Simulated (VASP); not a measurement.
A run of VASP 6.6.1:

Contents of INCAR:

```
ALGO = Normal ; EDIFF = 1E-6
EDIFFG = -0.005 ; ENCUT = 600
GGA = PS ; IBRION = 2
ISIF = 3 ; ISMEAR = -1
LASPH = True ; LCHARG = False
LREAL = False ; LWAVE = False
NELM = 60 ; NSW = 70
PREC = Accurate ; SIGMA = 0.05
```

File KPOINTS:

```
k-points
0
Gamma
  14 14 12
```

The input POSCAR:

```
B2W
1.0
    3.0200000000      0.0000000000      0.0000000000
   -1.5100000000      2.6153967194      0.0000000000
    0.0000000000      0.0000000000      3.0500000000
B W
2 1
Direct
    0.3333333333      0.6666666667      0.5000000000
    0.6666666667      0.3333333333      0.5000000000
    0.0000000000      0.0000000000      0.0000000000
```

Potentials or basis: VASP PAW PBE potentials, release 64 (B, W_sv).

Launch:

```console
$ cat potpaw_PBE.64/B/POTCAR potpaw_PBE.64/W_sv/POTCAR > POTCAR
$ mpirun -np 1 vasp_std > vasp.out
```

Hardware: 1 thread of Intel(R) Xeon(R) 6975P-C (Granite Rapids) (shared host).

Problem. How long does it take, and how much memory?

Solution. Run time: 100 s on 1 thread of Intel(R) Xeon(R) 6975P-C (Granite Rapids) (shared host), peak memory 0.21 GiB. Counts: scf iterations 71, k points 168, ion steps 9.
